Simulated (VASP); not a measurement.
# Ge (P6_3/mmc) in VASP: a series of runs

The runs below take Ge through single point, with r2SCAN.

Everything below comes from runs of VASP 6.6.1. Logs are shortened: lines on timing, memory, paths and dates and some standing lists are left out, and cuts for length are marked.

### 1 The cell of the first run

It takes space group P6_3/mmc (No. 194, hexagonal). The conventional cell has a = 3.996 Å, b = 3.996 Å, c = 6.504 Å, α = 90.00°, β = 90.00°, γ = 120.00°. Within 3.2 Å of Ge (site symmetry 3m) lie 4 Ge at 2.44 Å.

This isn't the form of Ge at room conditions, which is diamond.

### 2 Single point, r2SCAN (strain along c alone, the other axes held: -1.5 %, then relaxed in part)

Input file POSCAR:

```
Ge
1.0
    3.9956487028      0.0000000000      0.0000000000
   -1.9978243514      3.4603332812      0.0000000000
    0.0000000000      0.0000000000      6.5036703154
Ge
4
Direct
    0.6666666667      0.3333333333      0.0620733630
    0.3333333333      0.6666666667      0.5620733630
    0.6666666667      0.3333333333      0.4379266370
    0.3333333333      0.6666666667      0.9379266370
```

Input file INCAR.step1:

```
  PREC = Accurate
  ENCUT = 520
  ISMEAR = 0
  SIGMA = 0.01
  LREAL = False
  LASPH = True
  NELM = 60
  NBANDS = 36
  GGA = PE
  ALGO = Normal
  EDIFF = 1E-4
  LWAVE = True
  LCHARG = False
```

Input file INCAR.step2:

```
  PREC = Accurate
  ENCUT = 520
  EDIFF = 1E-6
  ISMEAR = 0
  SIGMA = 0.01
  LREAL = False
  LASPH = True
  NELM = 60
  ALGO = Normal
  ISIF = 2
  LWAVE = False
  LCHARG = True
  METAGGA = R2SCAN
  LMIXTAU = True
  LELF = True
  LVHAR = True
  NBANDS = 36
  ISTART = 1
```

Input file KPOINTS:

```
regular mesh
0
Gamma
  12 12 6
```

Potentials or basis: VASP PAW PBE potentials, release 64 (Ge_d).

On the command line:

```console
> cat potpaw_PBE.64/Ge_d/POTCAR > POTCAR
> cp INCAR.step1 INCAR
> mpirun -np 1 vasp_std > vasp.out
> cp INCAR.step2 INCAR
> mpirun -np 1 vasp_std > vasp.out
```

OUTCAR:

```text
PREC = Accurate
   ENCUT = 520
   EDIFF = 1E-6
   ISMEAR = 0
   LREAL = False
   LASPH = True
   NELM = 60
   ISIF = 2
   METAGGA = R2SCAN
   ISTART = 1

 ion  position               nearest neighbor table
   1  0.667  0.333  0.062-   4 2.44   4 2.44   4 2.44   3 2.44
   2  0.333  0.667  0.562-   3 2.44   3 2.44   3 2.44   4 2.44
   3  0.667  0.333  0.438-   2 2.44   2 2.44   2 2.44   1 2.44
   4  0.333  0.667  0.938-   1 2.44   1 2.44   1 2.44   2 2.44

  LATTYP: Found a hexagonal cell.
 ALAT       =     3.9956487028
 C/A-ratio  =     1.6276882176

  Lattice vectors:

 A1 = (   3.9956487028,   0.0000000000,   0.0000000000)
 A2 = (  -1.9978243514,   3.4603332812,   0.0000000000)
 A3 = (   0.0000000000,   0.0000000000,   6.5036703154)

Analysis of symmetry for initial positions (statically):
=====================================================================
 Subroutine PRICEL returns:
 Original cell was already a primitive cell.

 Routine SETGRP: Setting up the symmetry group for a
 hexagonal supercell.

 Subroutine GETGRP returns: Found 24 space group operations
 (whereof 12 operations were pure point group operations)
 out of a pool of 24 trial point group operations.

The static configuration has the point symmetry D_3d.
 The point group associated with its full space group is D_6h.

Analysis of symmetry for dynamics (positions and initial velocities):
=====================================================================
 Subroutine PRICEL returns:
 Original cell was already a primitive cell.

 Routine SETGRP: Setting up the symmetry group for a
 hexagonal supercell.

 Subroutine GETGRP returns: Found 24 space group operations
 (whereof 12 operations were pure point group operations)
 out of a pool of 24 trial point group operations.

The dynamic configuration has the point symmetry D_3d.
 The point group associated with its full space group is D_6h.

 Subroutine INISYM returns: Found 24 space group operations
 (whereof 12 operations are pure point group operations),
 and found     1 'primitive' translations

----------------------------------------------------------------------------------------

                                     Primitive cell

  volume of cell :      89.9215

  direct lattice vectors                    reciprocal lattice vectors
     3.995648703  0.000000000  0.000000000     0.250272252  0.144494752  0.000000000
    -1.997824351  3.460333281  0.000000000     0.000000000  0.288989504  0.000000000
     0.000000000  0.000000000  6.503670315     0.000000000  0.000000000  0.153759332

  length of vectors
     3.995648703  3.995648703  6.503670315     0.288989504  0.288989504  0.153759332

  position of ions in fractional coordinates (direct lattice)
     0.666666667  0.333333333  0.062073363
     0.333333333  0.666666667  0.562073363
     0.666666667  0.333333333  0.437926637
     0.333333333  0.666666667  0.937926637

  ion indices of the primitive-cell ions
   primitive index   ion index
                 1           1
                 2           2
                 3           3
                 4           4

----------------------------------------------------------------------------------------

 KPOINTS: regular mesh

Automatic generation of k-mesh.
 Grid dimensions read from file:
 generate k-points for:   12   12    6

 Generating k-lattice:

  Cartesian coordinates                     Fractional coordinates (reciprocal lattice)
     0.020856021  0.012041229  0.000000000     0.083333333 -0.000000000  0.000000000
     0.000000000  0.024082459  0.000000000     0.000000000  0.083333333  0.000000000
     0.000000000  0.000000000  0.025626555     0.000000000  0.000000000  0.166666667

  Length of vectors
     0.024082459  0.024082459  0.025626555

  Shift w.r.t. Gamma in fractional coordinates (k-lattice)
     0.000000000  0.000000000  0.000000000

 Subroutine IBZKPT returns following result:
 ===========================================

 Found     76 irreducible k-points:

 Following reciprocal coordinates:
            Coordinates               Weight
  0.000000  0.000000  0.000000      1.000000
  0.083333  0.000000  0.000000      6.000000
  0.166667 -0.000000  0.000000      6.000000
  0.250000  0.000000  0.000000      6.000000
  0.333333 -0.000000  0.000000      6.000000
  0.416667  0.000000  0.000000      6.000000
[... 16 lines left out ...]
  0.250000  0.000000  0.166667     12.000000
  0.333333 -0.000000  0.166667     12.000000
 [... further k-points ...]
   k-points           NKPTS =     76   k-points in BZ     NKDIM =     76   number of bands    NBANDS=     36
   number of dos      NEDOS =    301   number of ions     NIONS =      4
   total plane-waves  NPLWV =  43200
   dimension x,y,z NGX =    30 NGY =   30 NGZ =   48
   dimension x,y,z NGXF=    60 NGYF=   60 NGZF=   96
   ions per type =               4
   NGX,Y,Z   is equivalent  to a cutoff of  12.48, 12.48, 12.27 a.u.
   NGXF,Y,Z  is equivalent  to a cutoff of  24.96, 24.96, 24.54 a.u.
 SYSTEM =  unknown system
   PREC   = accura    normal or accurate (medium, high low for compatibility)
   ISTART =      1    job   : 0-new  1-cont  2-samecut
   ICHARG =      0    charge: 1-file 2-atom 10-const
   ISPIN  =      1    spin polarized calculation?
   LNONCOLLINEAR =      F non collinear calculations
   LSORBIT =      F    spin-orbit coupling
   LASPH  =      T    aspherical Exc in radial PAW
   ENCUT  =  520.0 eV  38.22 Ry    6.18 a.u.   7.43  7.43 12.09*2*pi/ulx,y,z
   NELM   =     60;   NELMIN=  2; NELMDL=  0     # of ELM steps
   EDIFF  = 0.1E-05   stopping-criterion for ELM
   LREAL  =      F    real-space projection
   EDIFFG = 0.1E-04   stopping-criterion for IOM
   NSW    =      0    number of steps for IOM
   IBRION =     -1    ionic relax: 0-MD 1-quasi-New 2-CG
   NFREE  =      0    steps in history (QN), initial steepest desc. (CG)
   ISIF   =      2    stress and relaxation
   ISYM   =      2    0-nonsym 1-usesym 2-fastsym
   POTIM  = 0.5000    time-step for ionic-motion
   TEBEG  =    0.0;   TEEND  =   0.0 temperature during run
   PSTRESS=    0.0 pullay stress
   NELECT =      56.0000    total number of electrons
   NUPDOWN=      -1.0000    fix difference up-down
   EMIN   =  10.00;   EMAX   =-10.00  energy-range for DOS
   EFERMI =   0.00;   METHOD = LEGACY
   ISMEAR =     0;   SIGMA  =   0.01  broadening in eV -4-tet -1-fermi 0-gaus
   EFERMI_NEDOS =   21; number of points for ismear=-14 and -15
   IALGO  =     38    algorithm
   IMIX   =      4    mixing-type and parameters
     AMIX     =   0.40;   BMIX     =  1.00
     AMIX_MAG =   1.60;   BMIX_MAG =  1.00
  volume/ion in A,a.u.               =      22.48       151.71
  Fermi-wavevector in a.u.,A,eV,Ry     =   1.398029  2.641892 26.592394  1.954486
  Thomas-Fermi vector in A             =   2.521227
   LORBIT       =      0    0 simple, 1 ext, 2 COOP (PROOUT), +10 PAW based schemes
   METAGGA = R2SCAN    functional components
   LHFCALC =     F    Hartree Fock is set to
   AEXX    =    0.0000 exact exchange contribution
   IVDW    =     0    specifies the selected vdW correction
   LEPSILON=     F    determine dielectric tensor
   LRPA    =     F    only Hartree local field effects (RPA)
 non-spin polarized calculation
 Gauss-broadening in eV      SIGMA  =   0.01
  energy-cutoff  :      520.00
  volume of cell :       89.92
 maximum number of plane-waves:      2444
 NGX is ok and might be reduce to    30
   NGX = 15   NGY = 15   NGZ = 25

 number of electron      56.0000013 magnetization

 Free energy of the ion-electron system (eV)
  ---------------------------------------------------
  ext. energy  EPLUGINS =         0.00000000
  ---------------------------------------------------
  free energy    TOTEN  =       -55.40586747 eV

  energy without entropy =      -55.40585441  energy(sigma->0) =      -55.40586094

 E-fermi :   5.0259     XC(G=0): -10.8507

 val. band max:        5.0258575434   @ k =   0.0000   0.0000   0.0000
 cond. band min:       5.0259550860   @ k =   0.0000   0.0000   0.0000
 fundamental gap:      0.0000975425
 Fermi energy:         5.0259063147

 k-point     1 :       0.0000    0.0000    0.0000
  band No.  band energies     occupation
      1     -20.6688      2.00000
      2     -20.6688      2.00000
      3     -20.6396      2.00000
      4     -20.6261      2.00000
      5     -20.6261      2.00000
      6     -20.6187      2.00000
[... 28 lines left out ...]
     35       9.7699      0.00000
     36      11.6183      0.00000

 k-point     2 :       0.0833    0.0000    0.0000
  band No.  band energies     occupation
      1     -20.6748      2.00000
      2     -20.6706      2.00000
      3     -20.6437      2.00000
      4     -20.6291      2.00000
      5     -20.6265      2.00000
      6     -20.6120      2.00000
[... 28 lines left out ...]
     35      10.0991      0.00000
     36      11.8787      0.00000

 k-point     3 :       0.1667   -0.0000    0.0000
  band No.  band energies     occupation
      1     -20.6848      2.00000
      2     -20.6744      2.00000
      3     -20.6521      2.00000
      4     -20.6357      2.00000
      5     -20.6263      2.00000
      6     -20.6022      2.00000
[... 28 lines left out ...]
     35      10.9601      0.00000
     36      11.1235      0.00000

 k-point     4 :       0.2500    0.0000    0.0000
  band No.  band energies     occupation
      1     -20.6919      2.00000
      2     -20.6778      2.00000
      3     -20.6613      2.00000
      4     -20.6424      2.00000
      5     -20.6234      2.00000
      6     -20.5945      2.00000
[... 28 lines left out ...]
     35      11.8080      0.00000
     36      12.1397      0.00000

 k-point     5 :       0.3333   -0.0000    0.0000
  band No.  band energies     occupation
      1     -20.6943      2.00000
      2     -20.6797      2.00000
      3     -20.6703      2.00000
      4     -20.6474      2.00000
      5     -20.6170      2.00000
      6     -20.5891      2.00000
[... 655 lines left out ...]
 k-point    22 :       0.1667   -0.0000    0.1667
  band No.  band energies     occupation
      1     -20.6819      2.00000
      2     -20.6724      2.00000
      3     -20.6497      2.00000
      4     -20.6396      2.00000
      5     -20.6307      2.00000
      6     -20.6034      2.00000
[... 28 lines left out ...]
     35      10.7289      0.00000
     36      11.5829      0.00000

 k-point    23 :       0.2500    0.0000    0.1667
  band No.  band energies     occupation
      1     -20.6886      2.00000
      2     -20.6759      2.00000
      3     -20.6586      2.00000
      4     -20.6456      2.00000
      5     -20.6274      2.00000
      6     -20.5956      2.00000
[... 28 lines left out ...]
     35      11.6139      0.00000
     36      11.8703      0.00000

 k-point    24 :       0.3333   -0.0000    0.1667
  band No.  band energies     occupation
      1     -20.6907      2.00000
      2     -20.6779      2.00000
      3     -20.6671      2.00000
      4     -20.6502      2.00000
      5     -20.6206      2.00000
      6     -20.5898      2.00000
[... 28 lines left out ...]
     35      12.3830      0.00000
     36      13.0882      0.00000

 [... further k-points ...]
[... 5 lines left out ...]
  --------------------------------------------------------------------------------------
  -------------------------------------------------------------------------------------
  Total        0.2341995      0.2341995      1.5717917      0.0000000      0.0000000      0.0000000
  in kB        4.1728500      4.1728500     28.0054029      0.0000000      0.0000000      0.0000000
  external PRESSURE =      12.1170343 kB  Pullay stress =       0.0000000 kB

 VOLUME and BASIS-vectors are now :
 -----------------------------------------------------------------------------
  energy-cutoff  :      520.00
  volume of cell :       89.92
      direct lattice vectors                 reciprocal lattice vectors
     3.995648703  0.000000000  0.000000000     0.250272252  0.144494752  0.000000000
    -1.997824351  3.460333281  0.000000000     0.000000000  0.288989504  0.000000000
     0.000000000  0.000000000  6.503670315     0.000000000  0.000000000  0.153759332

 POSITION                                       TOTAL-FORCE (eV/Angst)
 -----------------------------------------------------------------------------------
      1.99782      1.15344      0.40370        -0.000000      0.000000      0.002425
     -0.00000      2.30689      3.65554         0.000000     -0.000000      0.002425
      1.99782      1.15344      2.84813         0.000000      0.000000     -0.002425
     -0.00000      2.30689      6.09997        -0.000000     -0.000000     -0.002425
 -----------------------------------------------------------------------------------
    total drift:                                0.000000     -0.000000      0.000000

  FREE ENERGIE OF THE ION-ELECTRON SYSTEM (eV)
  ---------------------------------------------------
  free  energy   TOTEN  =       -55.4058674664 eV

  energy  without entropy=      -55.4058544067  energy(sigma->0) =      -55.40586094
```

Wall time 5.3 min (1 thread of Intel Xeon 6975P-C (Granite Rapids), shared host); peak memory 0.31 GiB.

What came out:

```yaml
Free_energy: -55.4059 eV
Pressure: 1.2 GPa
Band_gap_on_the_k_mesh: zero (filled and empty bands touch)
```

Forces in eV/Å, atoms in the order of the input:
```
Ge   0.000  0.000  0.002
Ge   0.000  0.000  0.002
Ge   0.000  0.000 -0.002
Ge   0.000  0.000 -0.002
```

Stress tensor (GPa, compression positive):
```
0.42 0.00 0.00
0.00 0.42 0.00
0.00 0.00 2.80
```

Caveat: the cell differs from its parent crystal (strain along c alone, the other axes held: -1.5 %, then relaxed in part); semilocal functionals underestimate gaps, so a narrow gap can read as zero; the PAW data sets were made with another functional, which shifts forces and pressure a little.

### 3 Single point, r2SCAN (strain along c alone, the other axes held: +1.5 %, then relaxed in part)

Input file POSCAR:

```
Ge
1.0
    3.9956487028      0.0000000000      0.0000000000
   -1.9978243514      3.4603332812      0.0000000000
    0.0000000000      0.0000000000      6.7017516448
Ge
4
Direct
    0.6666666667      0.3333333333      0.0637227378
    0.3333333333      0.6666666667      0.5637227378
    0.6666666667      0.3333333333      0.4362772622
    0.3333333333      0.6666666667      0.9362772622
```

Input file INCAR.step1:

```
  PREC = Accurate
  ENCUT = 520
  ISMEAR = 0
  SIGMA = 0.01
  LREAL = F
  LASPH = T
  NELM = 80
  NBANDS = 36
  GGA = PE
  ALGO = Normal
  EDIFF = 1E-4
  LWAVE = T
  LCHARG = F
```

Input file INCAR.step2:

```
  PREC = Accurate
  ENCUT = 520
  EDIFF = 1E-6
  ISMEAR = 0
  SIGMA = 0.01
  LREAL = F
  LASPH = T
  NELM = 80
  ALGO = Normal
  ISIF = 2
  LWAVE = F
  LCHARG = F
  METAGGA = R2SCAN
  LMIXTAU = T
  NBANDS = 36
  ISTART = 1
```

Input file KPOINTS:

```
Automatic mesh
0
Gamma
  12 12 6
```

Potentials or basis: VASP PAW PBE potentials, release 64 (Ge_d).

On the command line:

```console
> cat potpaw_PBE.64/Ge_d/POTCAR > POTCAR
> cp INCAR.step1 INCAR
> mpirun -np 1 vasp_std > vasp.out
> cp INCAR.step2 INCAR
> mpirun -np 1 vasp_std > vasp.out
```

It took 6.7 min on 1 thread of Intel Xeon 6975P-C (Granite Rapids), shared host; peak memory 0.32 GiB.

The run converged. Its results:

```yaml
Free_energy: -55.4092 eV
Pressure: -1.0 GPa
Band_gap_on_the_k_mesh: 0.01 eV
```

Forces on the atoms (eV/Å):
```
Ge   0.000  0.000  0.003
Ge   0.000  0.000  0.003
Ge   0.000  0.000 -0.003
Ge   0.000  0.000 -0.003
```

Stress tensor (GPa, compression positive):
```
-0.24  0.00  0.00
 0.00 -0.24  0.00
 0.00  0.00 -2.50
```

Levels at points of the mesh, in eV from the valence-band top:
| k point | band 26 | band 27 | band 28 | band 29 | band 30 | band 31 |
| --- | --- | --- | --- | --- | --- | --- |
| (0.00, 0.00, 0.00) | -0.39 | 0.00 | 0.00 | 0.01 | 0.19 | 2.35 |
| (0.50, 0.00, 0.00) | -3.25 | -3.00 | -1.65 | 0.71 | 1.70 | 3.61 |
| (0.00, 0.00, 0.50) | -0.97 | -0.97 | -0.97 | 0.91 | 0.91 | 3.48 |
| (0.50, 0.00, 0.50) | -2.83 | -2.59 | -2.59 | 0.56 | 0.56 | 2.24 |

Caveat: the cell differs from its parent crystal (strain along c alone, the other axes held: +1.5 %, then relaxed in part); the PAW data sets were made with another functional, which shifts forces and pressure a little. A k mesh can miss the band edges.

(Continued in part 2 of 2.)
